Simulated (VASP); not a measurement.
# Al6N in VASP: further runs

Al6N is run at these levels: PBE; tasks: single point.

Program: VASP 6.6.1. These are calculated values, not measurements. Logs are shortened: lines on timing, memory, paths and dates and some standing lists are left out, and cuts for length are marked.

## Step 1: The cell of the first run

The cell holds a slab with vacuum, 14 atoms: a = 5.714 Å, b = 5.714 Å, c = 22.175 Å, α = 90.00°, β = 90.00°, γ = 90.00°.

## Step 2: Single point, PBE

The input, INCAR:

```
SYSTEM = Al6N
ALGO = Normal
DIPOL = 0.5 0.5 0.301
EDIFF = 1E-7
ENCUT = 520
GGA = PE
IDIPOL = 3
ISIF = 2
ISMEAR = 0
LASPH = .True.
LCHARG = .False.
LDIPOL = .True.
LREAL = .False.
LWAVE = .False.
NBANDS = 36
NELM = 100
PREC = Accurate
SIGMA = 0.1
```

The input, KPOINTS:

```
k-points
0
Gamma
  5 5 1
  0 0 0
```

The input, POSCAR:

```
Al6N
1.0
    5.7143028096      0.0000000000      0.0000000000
    0.0000000000      5.7143028096      0.0000000000
    0.0000000000      0.0000000000     22.1750227687
Al N
12 2
Direct
    0.2500000000      0.2500000000      0.1803831293
    0.2500000000      0.7500000000      0.1803831293
    0.7500000000      0.2500000000      0.1803831293
    0.7500000000      0.7500000000      0.1803831293
    0.0000000000      0.0000000000      0.2744094920
    0.0000000000      0.5000000000      0.2744094920
    0.5000000000      0.0000000000      0.2744094920
    0.5000000000      0.5000000000      0.2744094920
    0.2500000000      0.2500000000      0.3686590473
    0.2500000000      0.7500000000      0.3686590473
    0.7500000000      0.2500000000      0.3686590473
    0.7500000000      0.7500000000      0.3686590473
    0.3889628322      0.5000000000      0.4624582746
    0.6110371678      0.5000000000      0.4624582746
```

Potentials or basis: VASP PAW PBE potentials, release 64 (Al, N).

Launch:

```
$ cat potpaw_PBE.64/Al/POTCAR potpaw_PBE.64/N/POTCAR > POTCAR
$ mpirun -np 1 vasp_std > vasp.out
```

OUTCAR:

```text
SYSTEM = Al6N
   EDIFF = 1E-7
   ENCUT = 520
   GGA = PE
   ISIF = 2
   ISMEAR = 0
   LASPH = .True.
   LREAL = .False.
   NELM = 100
   PREC = Accurate

 ion  position               nearest neighbor table
   1  0.250  0.250  0.180-   2 2.86   3 2.86   2 2.86   3 2.86   7 2.90   8 2.90   5 2.90   6 2.90

   2  0.250  0.750  0.180-   1 2.86   4 2.86   1 2.86   4 2.86   7 2.90   8 2.90   5 2.90   6 2.90

   3  0.750  0.250  0.180-   1 2.86   4 2.86   4 2.86   1 2.86   7 2.90   8 2.90   5 2.90   6 2.90
[... 15 lines left out ...]
  11  0.750  0.250  0.369-   9 2.86  12 2.86  12 2.86   9 2.86   5 2.91   6 2.91   7 2.91   8 2.91

  12  0.750  0.750  0.369-  10 2.86  11 2.86  11 2.86  10 2.86   5 2.91   6 2.91   7 2.91   8 2.91

  13  0.389  0.500  0.462-  14 1.27
  14  0.611  0.500  0.462-  13 1.27

  LATTYP: Found a simple tetragonal cell.
 ALAT       =     5.7143028096
 C/A-ratio  =     3.8806173750

  Lattice vectors:

 A1 = (   5.7143028096,   0.0000000000,   0.0000000000)
 A2 = (   0.0000000000,   5.7143028096,   0.0000000000)
 A3 = (   0.0000000000,   0.0000000000,  22.1750227687)

Analysis of symmetry for initial positions (statically):
=====================================================================
 Subroutine PRICEL returns:
 Original cell was already a primitive cell.

 Routine SETGRP: Setting up the symmetry group for a
 simple tetragonal supercell.

 Subroutine GETGRP returns: Found  4 space group operations
 (whereof  4 operations were pure point group operations)
 out of a pool of 16 trial point group operations.

The static configuration has the point symmetry C_2v.

Analysis of symmetry for dynamics (positions and initial velocities):
=====================================================================
 Subroutine PRICEL returns:
 Original cell was already a primitive cell.

 Routine SETGRP: Setting up the symmetry group for a
 simple tetragonal supercell.

 Subroutine GETGRP returns: Found  4 space group operations
 (whereof  4 operations were pure point group operations)
 out of a pool of 16 trial point group operations.

The dynamic configuration has the point symmetry C_2v.

 Subroutine INISYM returns: Found  4 space group operations
 (whereof  4 operations are pure point group operations),
 and found     1 'primitive' translations

----------------------------------------------------------------------------------------
[... 122 lines left out ...]
  volume/ion in A,a.u.               =      51.72       349.03
  Fermi-wavevector in a.u.,A,eV,Ry     =   0.653227  1.234419  5.805675  0.426705
  Thomas-Fermi vector in A             =   1.723399
   LORBIT       =      0    0 simple, 1 ext, 2 COOP (PROOUT), +10 PAW based schemes
   GGA     = PE    functional components
   LHFCALC =     F    Hartree Fock is set to
   AEXX    =    0.0000 exact exchange contribution
   IVDW    =     0    specifies the selected vdW correction
   LEPSILON=     F    determine dielectric tensor
   LRPA    =     F    only Hartree local field effects (RPA)
 non-spin polarized calculation
 Gauss-broadening in eV      SIGMA  =   0.10
  energy-cutoff  :      520.00
  volume of cell :      724.09
 maximum number of plane-waves:     19529
   NGX = 21   NGY = 21   NGZ = 83

 dipolmoment           0.000000      0.000000     -0.275801 electrons x Angstroem

 number of electron      46.0000000 magnetization

 dipolmoment           0.000000      0.000000      0.108212 electrons x Angstroem

 Free energy of the ion-electron system (eV)
  ---------------------------------------------------
  ext. energy  EPLUGINS =         0.00000000
  ---------------------------------------------------
  free energy    TOTEN  =       -56.34408524 eV

  energy without entropy =      -56.31312332  energy(sigma->0) =      -56.32860428

 E-fermi :  -0.8428     XC(G=0):  -3.9899

 val. band max:       -0.8836409815   @ k =   0.4000   0.2000   0.0000
 cond. band min:      -0.8289479762   @ k =   0.0000   0.4000   0.0000
 fundamental gap:      0.0546930054
 Fermi energy:        -0.8428065347

 k-point     1 :       0.0000    0.0000    0.0000
  band No.  band energies     occupation
      1     -21.7637      2.00000
      2     -11.0854      2.00000
      3     -10.8551      2.00000
      4      -9.1345      2.00000
      5      -7.3587      2.00000
      6      -7.0127      2.00000
[... 331 lines left out ...]
     34       1.8552      0.00000
     35       2.0752      0.00000
 [bands above 35 left out]

------------------------ aborting loop because EDIFF is reached ----------------------------------------

 vacuum level on the upper side and lower side of the slab       (xc-potential included)         0.278        -0.307

  FORCE on cell =-STRESS in cart. coord.  units (eV):
  Direction    XX          YY          ZZ          XY          YZ          ZX
  --------------------------------------------------------------------------------------
  -------------------------------------------------------------------------------------
  Total      -16.3855273     -6.8446008     -0.5230841      0.0000000      0.0000000      0.0000000
  in kB      -36.2560452    -15.1449600     -1.1574214      0.0000000      0.0000000      0.0000000
  external PRESSURE =     -17.5194755 kB  Pullay stress =       0.0000000 kB

 VOLUME and BASIS-vectors are now :
 -----------------------------------------------------------------------------
  energy-cutoff  :      520.00
  volume of cell :      724.09
      direct lattice vectors                 reciprocal lattice vectors
     5.714302810  0.000000000  0.000000000     0.174999476  0.000000000  0.000000000
     0.000000000  5.714302810  0.000000000     0.000000000  0.174999476  0.000000000
     0.000000000  0.000000000 22.175022769     0.000000000  0.000000000  0.045095782

 POSITION                                       TOTAL-FORCE (eV/Angst)
 -----------------------------------------------------------------------------------
      1.42858      1.42858      4.00000        -0.027986     -0.057665      0.025874
      1.42858      4.28573      4.00000        -0.027986      0.057665      0.025874
      4.28573      1.42858      4.00000         0.027986     -0.057665      0.025874
      4.28573      4.28573      4.00000         0.027986      0.057665      0.025874
      0.00000      0.00000      6.08504         0.000000     -0.000000      0.002736
      0.00000      2.85715      6.08504         0.000000     -0.000000     -0.023928
      2.85715      0.00000      6.08504         0.000000     -0.000000     -0.085127
      2.85715      2.85715      6.08504         0.000000     -0.000000      0.172364
      1.42858      1.42858      8.17502        -0.228552     -0.238517     -0.052469
      1.42858      4.28573      8.17502        -0.228552      0.238517     -0.052469
      4.28573      1.42858      8.17502         0.228552     -0.238517     -0.052469
      4.28573      4.28573      8.17502         0.228552      0.238517     -0.052469
      2.22265      2.85715     10.25502         7.719266     -0.000000      0.020168
      3.49165      2.85715     10.25502        -7.719266     -0.000000      0.020168
 -----------------------------------------------------------------------------------
    total drift:                                0.000000      0.000000     -0.000040

  FREE ENERGIE OF THE ION-ELECTRON SYSTEM (eV)
  ---------------------------------------------------
  free  energy   TOTEN  =       -56.3440852420 eV

  energy  without entropy=      -56.3131233221  energy(sigma->0) =      -56.32860428

 vacuum level on the upper side and lower side of the slab         4.051         3.446
```

OSZICAR:

```text
N       E                     dE             d eps       ncg     rms          rms(c)
DAV:   1     0.209017317271E+03    0.20902E+03   -0.13905E+04   648   0.900E+02
DAV:   2    -0.233847993753E+02   -0.23240E+03   -0.22086E+03   932   0.165E+02
DAV:   3    -0.565958476889E+02   -0.33211E+02   -0.31906E+02   952   0.582E+01
[... 21 lines left out ...]
DAV:  25    -0.563440838775E+02   -0.14749E-05   -0.38893E-08   608   0.646E-04    0.259E-04
DAV:  26    -0.563440846418E+02   -0.76431E-06   -0.15475E-08   420   0.472E-04    0.922E-05
DAV:  27    -0.563440850264E+02   -0.38468E-06   -0.75147E-09   460   0.313E-04    0.656E-05
DAV:  28    -0.563440851704E+02   -0.14392E-06   -0.27721E-09   440   0.230E-04    0.427E-05
DAV:  29    -0.563440852420E+02   -0.71627E-07   -0.22743E-09   396   0.176E-04
   1 F= -.56344085E+02 E0= -.56328604E+02  d E =-.309619E-01
```

stdout:

```text
POSCAR found type information on POSCAR AlN
 POSCAR found :  2 types and      14 ions
 scaLAPACK will be used
 LDA part: xc-table for (Slater+PW92), standard interpolation
 POSCAR, INCAR and KPOINTS ok, starting setup
 FFT: planning ... GRIDC
 FFT: planning ... GRID_SOFT
 FFT: planning ... GRID
 WAVECAR not read
 entering main loop
```

Wall time 16 min (1 thread of Intel Xeon Platinum 8259CL at 2.50GHz (Skylake/Cascade Lake), shared host); peak memory 0.69 GiB.

Results:

```
Free energy            : -56.3441 eV
Largest force          : 7.719 eV/Å
Band gap on the k mesh : zero (bands 23 and 24 overlap by 0.50 eV)
```

Forces on the atoms (eV/Å):
```
Al  -0.028 -0.058  0.026
Al  -0.028  0.058  0.026
Al   0.028 -0.058  0.026
Al   0.028  0.058  0.026
Al   0.000  0.000  0.003
Al   0.000  0.000 -0.024
Al   0.000  0.000 -0.085
Al   0.000  0.000  0.172
Al  -0.229 -0.239 -0.052
Al  -0.229  0.239 -0.052
Al   0.229 -0.239 -0.052
Al   0.229  0.239 -0.052
N    7.719  0.000  0.020
N   -7.719  0.000  0.020
```

## Step 3: Single point, PBE

The input, INCAR:

```
SYSTEM = Al6N
  PREC = Accurate
  ENCUT = 520
  EDIFF = 1E-6
  ISMEAR = 0
  SIGMA = 0.1
  LREAL = .FALSE.
  LASPH = .TRUE.
  NELM = 60
  ALGO = Normal
  ISIF = 2
  LWAVE = .FALSE.
  LCHARG = .FALSE.
  LDIPOL = .TRUE.
  IDIPOL = 3
  DIPOL = 0.5 0.5 0.307
  GGA = PE
  NBANDS = 36
```

The input, KPOINTS:

```
Automatic mesh
0
G
  5 5 1
  0 0 0
```

Changes to POSCAR since step 2:

```diff
@@ -20,3 +20,3 @@
     0.7500000000      0.7500000000      0.3686590473
-    0.3889628322      0.5000000000      0.4624582746
-    0.6110371678      0.5000000000      0.4624582746
+    0.3889628322      0.5000000000      0.5039463943
+    0.6110371678      0.5000000000      0.5039463943
```

Potentials or basis: VASP PAW PBE potentials, release 64 (Al, N).

Launch:

```
$ cat potpaw_PBE.64/Al/POTCAR potpaw_PBE.64/N/POTCAR > POTCAR
$ mpirun -np 1 vasp_std > vasp.out
```

Run time: 12 min. Hardware: 1 thread of Intel Xeon Platinum 8259CL at 2.50GHz (Skylake/Cascade Lake), shared host; peak memory 0.68 GiB.

Results (log left out):

| Property | Result |
| --- | --- |
| Free energy | -56.6312 eV |
| Largest force | 12.137 eV/Å |
| Band gap on the k mesh | zero (bands 23 and 24 overlap by 0.53 eV) |

Forces in eV/Å, atoms in the order of the input:
```
Al   -0.009  -0.001   0.020
Al   -0.009   0.001   0.020
Al    0.009  -0.001   0.020
Al    0.009   0.001   0.020
Al    0.000   0.000   0.017
Al    0.000   0.000   0.002
Al    0.000   0.000  -0.011
Al    0.000   0.000   0.002
Al   -0.034  -0.037  -0.071
Al   -0.034   0.037  -0.071
Al    0.034  -0.037  -0.071
Al    0.034   0.037  -0.071
N    12.137   0.000   0.098
N   -12.137   0.000   0.098
```

Levels at points of the mesh, in eV from the Fermi level:
| k point | band 21 | band 22 | band 23 | band 24 | band 25 | band 26 |
| --- | --- | --- | --- | --- | --- | --- |
| (0.00, 0.00, 0.00) | -0.75 | -0.68 | -0.34 | 0.02 | 0.03 | 0.05 |
